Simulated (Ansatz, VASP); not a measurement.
SrO: VASP beside Ansatz

```
Sr O
1.0
     0.00000    2.60000    2.60000
     2.60000    0.00000    2.60000
     2.60000    2.60000    0.00000
Sr O
1 1
Direct
  0.00000 0.00000 0.00000
  0.50000 0.50000 0.50000
```

Alike in both runs: task single point; functional PBE; k mesh 6 × 6 × 6; occupations fermi-dirac, width 0.02 eV; no spin polarisation.

|  | VASP | Ansatz |
| --- | --- | --- |
| version | VASP 6.6.1 | Ansatz 0.2.0 development build |
| potentials or method | VASP PAW PBE potentials, release 64 (Sr_sv, O) | plane waves, PAW datasets (generated hard set |
| plane-wave cutoff (eV) | 520 | 700 |
| valence electrons in the cell | 16 | 16 |

VASP gave:

| Quantity | Value |
| --- | --- |
| gap on the k mesh at the Fermi level (eV) | 3.28 |

Problem. Estimate Ansatz's values.

Solution. gap on the k mesh at the Fermi level (eV): 3.33.
